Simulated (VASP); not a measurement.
# AlNi (Cmmm) in VASP: further runs, part 2 of 3

VASP 6.6.1.

### Step 3. Single point, PBEsol, collinear spin, ferromagnetic start

File INCAR:

```
PREC     = Accurate       # precision mode
ENCUT    = 520            # plane-wave cutoff, eV
EDIFF    = 1E-6           # SCF threshold, eV
ISMEAR   = -1             # smearing method
SIGMA    = 0.05           # smearing width, eV
LREAL    = F              # projectors in reciprocal space
LASPH    = T              # aspherical terms in the spheres
NELM     = 150            # most SCF steps
ALGO     = Normal         # electronic algorithm
ISIF     = 2              # what is computed and relaxed
LWAVE    = F              # write WAVECAR
LCHARG   = F              # write CHGCAR
ISPIN    = 2              # spin polarisation
MAGMOM   = 1.2 0          # initial moments
LORBIT   = 11             # projections on sites
NUPDOWN  = 1.2            # fixed moment
LMAXMIX  = 4              # l up to which the mixer works
GGA      = PS             # functional
NBANDS   = 18             # bands
```

File KPOINTS:

```
Automatic mesh
0
Gamma
  8 8 7
```

File POSCAR:

```
AlNi
1.0
    1.9386940000     -1.9531901500      0.0000000000
    1.9386940000      1.9531901500      0.0000000000
    0.0000000000      0.0000000000      3.0994300413
Ni Al
1 1
Direct
    0.5000000000      0.5000000000      0.5000000000
    0.0000000000      0.0000000000      0.0000000000
```

Potentials or basis: VASP PAW PBE potentials, release 64 (Ni, Al).

On the command line:

```
cat potpaw_PBE.64/Ni/POTCAR potpaw_PBE.64/Al/POTCAR > POTCAR
mpirun -np 1 vasp_std > vasp.out
```

Run time: 53 s. Hardware: 1 thread of Intel Xeon 8259CL, shared host; peak memory 0.18 GiB.

It converged, with:

| Quantity | Value |
| --- | --- |
| Free energy | -10.7386 eV |
| Pressure | 6.9 GPa |
| Net moment | 1.20 μB per cell |
| Site moments | Ni +0.87; Al +0.08 μB |
| Valence electrons inside the program's atomic spheres | Ni 9.46; Al 0.82 |

Stress tensor (GPa, compression positive):
```
10.31  0.00  0.00
 0.00  8.58  0.00
 0.00  0.00  1.95
```

Caveat: the cell stands under pressure; the PAW data sets were made with another functional, which shifts forces and pressure a little; the total moment is fixed, so each spin has its own Fermi level.

### Step 4. Single point, PBEsol, collinear spin, ferromagnetic start

File INCAR:

```
SYSTEM = AlNi
PREC = Accurate
ENCUT = 520
EDIFF = 1E-7
ISMEAR = -1
SIGMA = 0.05
LREAL = .False.
LASPH = .True.
NELM = 150
ALGO = Normal
ISIF = 2
LWAVE = .False.
LCHARG = .True.
ISPIN = 2
MAGMOM = 1.5 0
LORBIT = 11
NUPDOWN = 1.5
LMAXMIX = 4
GGA = PS
LELF = .True.
LVHAR = .True.
NBANDS = 18
```

File KPOINTS:

```
regular mesh
0
Gamma
  8 8 7
  0 0 0
```

POSCAR is that of step 3.

Potentials or basis: VASP PAW PBE potentials, release 64 (Ni, Al).

On the command line:

```
cat potpaw_PBE.64/Ni/POTCAR potpaw_PBE.64/Al/POTCAR > POTCAR
mpirun -np 1 vasp_std > vasp.out
```

OUTCAR:

```text
SYSTEM = AlNi
   PREC = Accurate
   ENCUT = 520
   EDIFF = 1E-7
   ISMEAR = -1
   LREAL = .False.
   LASPH = .True.
   NELM = 150
   ISIF = 2
   ISPIN = 2
   LORBIT = 11
   NUPDOWN = 1.5
   GGA = PS

 ion  position               nearest neighbor table
   1  0.500  0.500  0.500-   2 2.48   2 2.48   2 2.48   2 2.48   2 2.49   2 2.49   2 2.49   2 2.49

   2  0.000  0.000  0.000-   1 2.48   1 2.48   1 2.48   1 2.48   1 2.49   1 2.49   1 2.49   1 2.49

  LATTYP: Found a base centered orthorhombic cell.
 ALAT       =     3.8773880000
 B/A-ratio  =     1.0074772759
 C/A-ratio  =     0.7993603017

  Lattice vectors:

 A1 = (   1.9386940000,  -1.9531901500,   0.0000000000)
 A2 = (   1.9386940000,   1.9531901500,   0.0000000000)
 A3 = (   0.0000000000,   0.0000000000,   3.0994300413)

Analysis of symmetry for initial positions (statically):
=====================================================================
 Subroutine PRICEL returns:
 Original cell was already a primitive cell.

 Routine SETGRP: Setting up the symmetry group for a
 base centered orthorhombic supercell.

 Subroutine GETGRP returns: Found  8 space group operations
 (whereof  8 operations were pure point group operations)
 out of a pool of  8 trial point group operations.

The static configuration has the point symmetry D_2h.

Analysis of symmetry for dynamics (positions and initial velocities):
=====================================================================
 Subroutine PRICEL returns:
 Original cell was already a primitive cell.

 Routine SETGRP: Setting up the symmetry group for a
 base centered orthorhombic supercell.

 Subroutine GETGRP returns: Found  8 space group operations
 (whereof  8 operations were pure point group operations)
 out of a pool of  8 trial point group operations.

The dynamic configuration has the point symmetry D_2h.

Analysis of structural, dynamic, and magnetic symmetry:
=====================================================================
 Subroutine PRICEL returns:
 Original cell was already a primitive cell.

 Routine SETGRP: Setting up the symmetry group for a
[... 149 lines left out ...]
  free energy    TOTEN  =       -10.24907083 eV

  energy without entropy =      -10.23726215  energy(sigma->0) =      -10.24316649

 E-fermi :   8.7395     XC(G=0): -12.2695

 val. band max:       12.3060420385   @ k =  -0.3750   0.2500   0.4286
 cond. band min:       8.7434945162   @ k =   0.3750   0.2500   0.4286
 fundamental gap:     -3.5625475223
 Fermi energy:        12.3127246318

 spin component 1

 k-point     1 :       0.0000    0.0000    0.0000
  band No.  band energies     occupation
      1      -1.3716      1.00000
      2       5.7227      1.00000
      3       5.8947      1.00000
      4       7.5680      1.00000
      5       7.5873      1.00000
      6       7.9162      1.00000
[... 493 lines left out ...]
     17      30.2757      0.00000
     18      33.9959      0.00000

 [... further k-points ...]

 spin component 2

 k-point     1 :       0.0000    0.0000    0.0000
  band No.  band energies     occupation
      1      -0.8456      1.00000
      2       6.8016      1.00000
      3       6.9981      1.00000
      4       8.3418      0.99965
      5       8.3625      0.99947
      6       8.6582      0.83559
[... 493 lines left out ...]
     17      30.8245      0.00000
     18      34.5505      0.00000

 [... further k-points ...]

------------------------ aborting loop because EDIFF is reached ----------------------------------------

  FORCE on cell =-STRESS in cart. coord.  units (eV):
  Direction    XX          YY          ZZ          XY          YZ          ZX
  --------------------------------------------------------------------------------------
  -------------------------------------------------------------------------------------
  Total        1.9817934      1.7903349      1.2687983      0.0000000      0.0000000      0.0000000
  in kB      135.2705739    122.2022568     86.6039188      0.0000000      0.0000000      0.0000000
  external PRESSURE =     114.6922498 kB  Pullay stress =       0.0000000 kB

 VOLUME and BASIS-vectors are now :
 -----------------------------------------------------------------------------
  energy-cutoff  :      520.00
  volume of cell :       23.47
      direct lattice vectors                 reciprocal lattice vectors
     1.938694000 -1.953190150  0.000000000     0.257905580 -0.255991461  0.000000000
     1.938694000  1.953190150  0.000000000     0.257905580  0.255991461  0.000000000
     0.000000000  0.000000000  3.099430041     0.000000000  0.000000000  0.322639965

 POSITION                                       TOTAL-FORCE (eV/Angst)
 -----------------------------------------------------------------------------------
      1.93869      0.00000      1.54972         0.000000      0.000000      0.000000
      0.00000      0.00000      0.00000         0.000000     -0.000000      0.000000
 -----------------------------------------------------------------------------------
    total drift:                                0.000000      0.000000      0.000000

  FREE ENERGIE OF THE ION-ELECTRON SYSTEM (eV)
  ---------------------------------------------------
  free  energy   TOTEN  =       -10.2490708338 eV

  energy  without entropy=      -10.2372621490  energy(sigma->0) =      -10.24316649

 total charge

# of ion       s       p       d       tot
------------------------------------------
    1        0.522   0.578   8.343   9.443
    2        0.398   0.425   0.000   0.823
--------------------------------------------------
tot          0.920   1.004   8.343  10.267

 magnetization (x)

# of ion       s       p       d       tot
------------------------------------------
    1        0.078   0.138   0.849   1.065
    2        0.031   0.074   0.000   0.105
--------------------------------------------------
tot          0.109   0.212   0.849   1.170
```

OSZICAR:

```text
N       E                     dE             d eps       ncg     rms          rms(c)
DAV:   1     0.454640059420E+02    0.45464E+02   -0.50833E+03  6184   0.771E+02
DAV:   2    -0.994382888287E+01   -0.55408E+02   -0.49059E+02  6654   0.164E+02
DAV:   3    -0.125481535708E+02   -0.26043E+01   -0.25544E+01  7218   0.362E+01
DAV:   4    -0.125816028452E+02   -0.33449E-01   -0.33420E-01  7024   0.368E+00
DAV:   5    -0.125823477632E+02   -0.74492E-03   -0.74486E-03  7204   0.599E-01    0.150E+01
DAV:   6    -0.145968313161E+02   -0.20145E+01   -0.52866E+01  6876   0.932E+01    0.224E+01
DAV:   7    -0.102791351115E+02    0.43177E+01   -0.16868E+01  6906   0.497E+01    0.236E+00
DAV:   8    -0.102730254548E+02    0.61097E-02   -0.44336E-01  7900   0.576E+00    0.152E+00
DAV:   9    -0.102556302694E+02    0.17395E-01   -0.17180E-02  8452   0.149E+00    0.819E-01
DAV:  10    -0.102493525573E+02    0.62777E-02   -0.18050E-02  8176   0.138E+00    0.195E-01
DAV:  11    -0.102490844701E+02    0.26809E-03   -0.82966E-04  8200   0.394E-01    0.110E-01
DAV:  12    -0.102490756326E+02    0.88375E-05   -0.18424E-04  7594   0.847E-02    0.596E-02
DAV:  13    -0.102490724069E+02    0.32257E-05   -0.12109E-05  7726   0.319E-02    0.323E-02
DAV:  14    -0.102490711464E+02    0.12605E-05   -0.63382E-06  7910   0.185E-02    0.150E-02
DAV:  15    -0.102490708620E+02    0.28442E-06   -0.17995E-06  7960   0.107E-02    0.288E-03
DAV:  16    -0.102490708338E+02    0.28225E-07   -0.17694E-07  3922   0.406E-03
   1 F= -.10249071E+02 E0= -.10243166E+02  d E =-.118087E-01  mag=     1.5000
```

Wall time 60 s (1 thread of Intel Xeon 8259CL, shared host); peak memory 0.18 GiB.

Results:

| Item | Value |
| --- | --- |
| Free energy | -10.2491 eV |
| Pressure | 11.5 GPa |
| Net moment | 1.50 μB per cell |
| Site moments | Ni +1.06; Al +0.10 μB |
| Valence electrons inside the program's atomic spheres | Ni 9.44; Al 0.82 |

Caveat: the cell stands under pressure; the PAW data sets were made with another functional, which shifts forces and pressure a little; the total moment is fixed, so each spin has its own Fermi level.

(Continued in part 3 of 3.)
